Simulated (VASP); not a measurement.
Crystal: Bi2Se3 (Paraguanajuatite).

```
CELL_PARAMETERS angstrom
2.07150 1.19598 9.54533
-2.07150 1.19598 9.54533
0.00000 -2.39196 9.54533
ATOMIC_POSITIONS crystal
Bi 0.59920 0.59920 0.59920
Bi 0.40080 0.40080 0.40080
Se 0.78830 0.78830 0.78830
Se 0.21170 0.21170 0.21170
Se 0.00000 0.00000 0.00000
```

Program: VASP 6.6.1. Alike in all runs: task single point; potentials or basis VASP PAW PBE potentials, release 64 (Bi_d, Se); no spin polarisation; cell as given; k mesh 8 × 8 × 8; cutoff (eV) 520; smearing fermi-dirac 0.05 eV.

**Question.** Order these runs on this cell by their pressure, lowest first.
A. level PBE+D3(BJ)
B. level PBE exchange alone
C. level BLYP
D. level PBE

**Answer.** A (0.2 GPa), D (2.6 GPa), C (6.5 GPa), B (12.0 GPa).

Caveats: three body term missing (some runs); the PAW data sets were made with another functional, which shifts forces and pressure a little (some runs).
